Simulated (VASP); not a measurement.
# Au (P6_3/mmc) in VASP: notebook, part 2 of 2

VASP 6.6.1. Earlier steps stand in the parts before.

### Step 4. Single point, r2SCAN

This run uses another cell than the first one, of 17.60 Å³/atom, 0.990 times its volume.

Contents of POSCAR:

```
Au
1.0
    2.8902928838      0.0000000000      0.0000000000
   -1.4451464419      2.5030670618      0.0000000000
    0.0000000000      0.0000000000      4.8647145229
Au
2
Direct
    0.3333333333      0.6666666667      0.7500000000
    0.6666666667      0.3333333333      0.2500000000
```

Contents of INCAR.step1:

```
PREC = Accurate
ENCUT = 520
ISMEAR = 0
SIGMA = 0.1
LREAL = F
LASPH = T
NELM = 60
NBANDS = 18
GGA = PE
ALGO = Normal
EDIFF = 1E-4
LWAVE = T
LCHARG = F
```

Contents of INCAR.step2:

```
PREC = Accurate
ENCUT = 520
EDIFF = 1E-6
ISMEAR = 0
SIGMA = 0.1
LREAL = F
LASPH = T
NELM = 60
ALGO = Normal
ISIF = 2
LWAVE = F
LCHARG = T
METAGGA = R2SCAN
LMIXTAU = T
LELF = T
LVHAR = T
NBANDS = 18
ISTART = 1
```

Contents of KPOINTS:

```
Automatic mesh
0
Gamma
  18 18 10
```

Potentials or basis: VASP PAW PBE potentials, release 64 (Au).

Launch:

```sh
> cat potpaw_PBE.64/Au/POTCAR > POTCAR
> cp INCAR.step1 INCAR
> mpirun -np 1 vasp_std > vasp.out
> cp INCAR.step2 INCAR
> mpirun -np 1 vasp_std > vasp.out
```

OUTCAR:

```text
PREC = Accurate
   ENCUT = 520
   EDIFF = 1E-6
   ISMEAR = 0
   LREAL = F
   LASPH = T
   NELM = 60
   ISIF = 2
   METAGGA = R2SCAN
   ISTART = 1

 ion  position               nearest neighbor table
   1  0.333  0.667  0.750-   2 2.95   2 2.95   2 2.95   2 2.95   2 2.95   2 2.95
   2  0.667  0.333  0.250-   1 2.95   1 2.95   1 2.95   1 2.95   1 2.95   1 2.95

  LATTYP: Found a hexagonal cell.
 ALAT       =     2.8902928838
 C/A-ratio  =     1.6831216484

  Lattice vectors:

 A1 = (   2.8902928838,   0.0000000000,   0.0000000000)
 A2 = (  -1.4451464419,   2.5030670618,   0.0000000000)
 A3 = (   0.0000000000,   0.0000000000,   4.8647145229)

Analysis of symmetry for initial positions (statically):
=====================================================================
 Subroutine PRICEL returns:
 Original cell was already a primitive cell.

 Routine SETGRP: Setting up the symmetry group for a
 hexagonal supercell.

 Subroutine GETGRP returns: Found 24 space group operations
 (whereof 12 operations were pure point group operations)
 out of a pool of 24 trial point group operations.

The static configuration has the point symmetry D_3d.
 The point group associated with its full space group is D_6h.

Analysis of symmetry for dynamics (positions and initial velocities):
=====================================================================
 Subroutine PRICEL returns:
 Original cell was already a primitive cell.

 Routine SETGRP: Setting up the symmetry group for a
 hexagonal supercell.

 Subroutine GETGRP returns: Found 24 space group operations
 (whereof 12 operations were pure point group operations)
 out of a pool of 24 trial point group operations.

The dynamic configuration has the point symmetry D_3d.
 The point group associated with its full space group is D_6h.

 Subroutine INISYM returns: Found 24 space group operations
 (whereof 12 operations are pure point group operations),
 and found     1 'primitive' translations

----------------------------------------------------------------------------------------

                                     Primitive cell

  volume of cell :      35.1942

  direct lattice vectors                    reciprocal lattice vectors
     2.890292884  0.000000000  0.000000000     0.345985698  0.199754936  0.000000000
    -1.445146442  2.503067062  0.000000000     0.000000000  0.399509871  0.000000000
     0.000000000  0.000000000  4.864714523     0.000000000  0.000000000  0.205561908

  length of vectors
     2.890292884  2.890292884  4.864714523     0.399509871  0.399509871  0.205561908

  position of ions in fractional coordinates (direct lattice)
     0.333333333  0.666666667  0.750000000
     0.666666667  0.333333333  0.250000000

  ion indices of the primitive-cell ions
   primitive index   ion index
                 1           1
                 2           2

----------------------------------------------------------------------------------------

 KPOINTS: Automatic mesh

Automatic generation of k-mesh.
 Grid dimensions read from file:
 generate k-points for:   18   18   10

 Generating k-lattice:

  Cartesian coordinates                     Fractional coordinates (reciprocal lattice)
     0.019221428  0.011097496  0.000000000     0.055555556  0.000000000  0.000000000
     0.000000000  0.022194993  0.000000000     0.000000000  0.055555556  0.000000000
     0.000000000  0.000000000  0.020556191     0.000000000  0.000000000  0.100000000

  Length of vectors
     0.022194993  0.022194993  0.020556191

  Shift w.r.t. Gamma in fractional coordinates (k-lattice)
     0.000000000  0.000000000  0.000000000

 Subroutine IBZKPT returns following result:
 ===========================================

 Found    222 irreducible k-points:

 Following reciprocal coordinates:
            Coordinates               Weight
  0.000000  0.000000  0.000000      1.000000
  0.055556 -0.000000  0.000000      6.000000
  0.111111 -0.000000  0.000000      6.000000
  0.166667 -0.000000  0.000000      6.000000
  0.222222  0.000000  0.000000      6.000000
  0.277778  0.000000  0.000000      6.000000
[... 16 lines left out ...]
  0.333333  0.111111  0.000000     12.000000
  0.388889  0.111111  0.000000     12.000000
 [... further k-points ...]
   k-points           NKPTS =    222   k-points in BZ     NKDIM =    222   number of bands    NBANDS=     18
   number of dos      NEDOS =    301   number of ions     NIONS =      2
   total plane-waves  NPLWV =  20736
   dimension x,y,z NGX =    24 NGY =   24 NGZ =   36
   dimension x,y,z NGXF=    48 NGYF=   48 NGZF=   72
   ions per type =               2
   NGX,Y,Z   is equivalent  to a cutoff of  13.80, 13.80, 12.30 a.u.
   NGXF,Y,Z  is equivalent  to a cutoff of  27.61, 27.61, 24.61 a.u.
 SYSTEM =  unknown system
   PREC   = accura    normal or accurate (medium, high low for compatibility)
   ISTART =      1    job   : 0-new  1-cont  2-samecut
   ICHARG =      0    charge: 1-file 2-atom 10-const
   ISPIN  =      1    spin polarized calculation?
   LNONCOLLINEAR =      F non collinear calculations
   LSORBIT =      F    spin-orbit coupling
   LASPH  =      T    aspherical Exc in radial PAW
   ENCUT  =  520.0 eV  38.22 Ry    6.18 a.u.   5.37  5.37  9.05*2*pi/ulx,y,z
   NELM   =     60;   NELMIN=  2; NELMDL=  0     # of ELM steps
   EDIFF  = 0.1E-05   stopping-criterion for ELM
   LREAL  =      F    real-space projection
   EDIFFG = 0.1E-04   stopping-criterion for IOM
   NSW    =      0    number of steps for IOM
   IBRION =     -1    ionic relax: 0-MD 1-quasi-New 2-CG
   NFREE  =      0    steps in history (QN), initial steepest desc. (CG)
   ISIF   =      2    stress and relaxation
   ISYM   =      2    0-nonsym 1-usesym 2-fastsym
   POTIM  = 0.5000    time-step for ionic-motion
   TEBEG  =    0.0;   TEEND  =   0.0 temperature during run
   PSTRESS=    0.0 pullay stress
   NELECT =      22.0000    total number of electrons
   NUPDOWN=      -1.0000    fix difference up-down
   EMIN   =  10.00;   EMAX   =-10.00  energy-range for DOS
   EFERMI =   0.00;   METHOD = LEGACY
   ISMEAR =     0;   SIGMA  =   0.10  broadening in eV -4-tet -1-fermi 0-gaus
   EFERMI_NEDOS =   21; number of points for ismear=-14 and -15
   IALGO  =     38    algorithm
   IMIX   =      4    mixing-type and parameters
     AMIX     =   0.40;   BMIX     =  1.00
     AMIX_MAG =   1.60;   BMIX_MAG =  1.00
  volume/ion in A,a.u.               =      17.60       118.75
  Fermi-wavevector in a.u.,A,eV,Ry     =   1.399776  2.645193 26.658880  1.959372
  Thomas-Fermi vector in A             =   2.522802
   LORBIT       =      0    0 simple, 1 ext, 2 COOP (PROOUT), +10 PAW based schemes
   METAGGA = R2SCAN    functional components
   LHFCALC =     F    Hartree Fock is set to
   AEXX    =    0.0000 exact exchange contribution
   IVDW    =     0    specifies the selected vdW correction
   LEPSILON=     F    determine dielectric tensor
   LRPA    =     F    only Hartree local field effects (RPA)
 non-spin polarized calculation
 Gauss-broadening in eV      SIGMA  =   0.10
  energy-cutoff  :      520.00
  volume of cell :       35.19
 maximum number of plane-waves:       969
 NGX is ok and might be reduce to    24
   NGX = 11   NGY = 11   NGZ = 19

 number of electron      22.0000003 magnetization

 Free energy of the ion-electron system (eV)
  ---------------------------------------------------
  ext. energy  EPLUGINS =         0.00000000
  ---------------------------------------------------
  free energy    TOTEN  =      -101.17433522 eV

  energy without entropy =     -101.17044159  energy(sigma->0) =     -101.17238840

 E-fermi :   8.7870     XC(G=0): -13.3964

 val. band max:        8.7867586281   @ k =   0.3889   0.0000   0.4000
 cond. band min:       8.8356712314   @ k =   0.4444   0.0000   0.5000
 fundamental gap:      0.0489126033
 Fermi energy:         8.7870484617

 k-point     1 :       0.0000    0.0000    0.0000
  band No.  band energies     occupation
      1      -0.9399      2.00000
      2       1.4094      2.00000
      3       3.8430      2.00000
      4       4.1287      2.00000
      5       4.1287      2.00000
      6       4.4252      2.00000
[... 10 lines left out ...]
     17      27.8189      0.00000
     18      27.8189      0.00000
[... 463 lines left out ...]
 k-point    24 :       0.3889    0.1111    0.0000
  band No.  band energies     occupation
      1       2.1838      2.00000
      2       2.2312      2.00000
      3       2.5597      2.00000
      4       4.0626      2.00000
      5       4.3505      2.00000
      6       4.5314      2.00000
[... 10 lines left out ...]
     17      21.3732      0.00000
     18      24.1382      0.00000

 [... further k-points ...]

------------------------ aborting loop because EDIFF is reached ----------------------------------------

  FORCE on cell =-STRESS in cart. coord.  units (eV):
  Direction    XX          YY          ZZ          XY          YZ          ZX
  --------------------------------------------------------------------------------------
  -------------------------------------------------------------------------------------
  Total        0.0580641      0.0580641      0.0543469      0.0000000     -0.0000000      0.0000000
  in kB        2.6433016      2.6433016      2.4740777      0.0000000     -0.0000000      0.0000000
  external PRESSURE =       2.5868936 kB  Pullay stress =       0.0000000 kB

 VOLUME and BASIS-vectors are now :
 -----------------------------------------------------------------------------
  energy-cutoff  :      520.00
  volume of cell :       35.19
      direct lattice vectors                 reciprocal lattice vectors
     2.890292884  0.000000000  0.000000000     0.345985698  0.199754936  0.000000000
    -1.445146442  2.503067062  0.000000000     0.000000000  0.399509871  0.000000000
     0.000000000  0.000000000  4.864714523     0.000000000  0.000000000  0.205561908

 POSITION                                       TOTAL-FORCE (eV/Angst)
 -----------------------------------------------------------------------------------
     -0.00000      1.66871      3.64854        -0.000000      0.000000      0.000000
      1.44515      0.83436      1.21618         0.000000     -0.000000      0.000000
 -----------------------------------------------------------------------------------
    total drift:                               -0.000000      0.000000     -0.000000

  FREE ENERGIE OF THE ION-ELECTRON SYSTEM (eV)
  ---------------------------------------------------
  free  energy   TOTEN  =      -101.1743352185 eV

  energy  without entropy=     -101.1704415914  energy(sigma->0) =     -101.17238840
```

Run time: 5.3 min. Hardware: 1 thread of Intel Xeon Platinum 8259CL at 2.50GHz (Skylake/Cascade Lake), shared host; peak memory 0.25 GiB.

What came out:

```yaml
Free_energy: -101.1743 eV
Pressure: 0.3 GPa
Band_gap_on_the_k_mesh: zero (band 11 reaches 13.13 eV, above the bottom of band 12 at 5.98 eV)
```

Caveat: the PAW data sets were made with another functional, which shifts forces and pressure a little; spin-orbit coupling is left out, which moves the levels of the heavy elements.
